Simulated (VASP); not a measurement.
A run of VASP 6.6.1 is set up as follows.

File INCAR:

```
SYSTEM = Ba
ALGO = Normal
EDIFF = 1E-6
EDIFFG = -0.04
ENCUT = 600
GGA = PE
IBRION = 2
ISIF = 3
ISMEAR = 0
LASPH = .True.
LCHARG = .False.
LREAL = .False.
LWAVE = .False.
NELM = 100
NSW = 90
PREC = Accurate
SIGMA = 0.1
```

The input KPOINTS:

```
k-points
0
Gamma
  6 6 2
  0 0 0
```

File POSCAR:

```
Ba
1.0
    4.2452580405      0.0000000000      0.0000000000
   -2.1226290202      3.6765013087      0.0000000000
    0.0000000000      0.0000000000     11.2407458926
Ba
3
Direct
    0.0000000000      0.5000000000      0.8333333333
    0.5000000000      0.0000000000      0.5000000000
    0.5000000000      0.5000000000      0.1666666667
```

Potentials or basis: VASP PAW PBE potentials, release 64 (Ba_sv).

Launch:

```bash
$ cat potpaw_PBE.64/Ba_sv/POTCAR > POTCAR
$ mpirun -np 1 vasp_std > vasp.out
```

Problem. Predict the band gap on the k mesh.

Solution. Zero (bands 15 and 16 overlap by 0.43 eV).

Problem. Estimate the relaxed cell.

Solution. a = 4.428 Å, b = 4.428 Å, c = 11.312 Å, α = 90.00°, β = 90.00°, γ = 120.00°.

Problem. Estimate the space group after relaxing (to 0.1 Å).

Solution. P6_422 (No. 181).

Problem. Estimate the relaxed volume.

Solution. 64.02 Å³/atom.

Final structure:
```
Ba
1.0
     4.42764    0.00000    0.00000
    -2.21382    3.83445    0.00000
     0.00000    0.00000   11.31221
Ba
3
Direct
  0.00000 0.50000 0.83333
  0.50000 0.00000 0.50000
  0.50000 0.50000 0.16667
```

Caveat: spin-orbit coupling is left out, which moves the levels of the heavy elements.
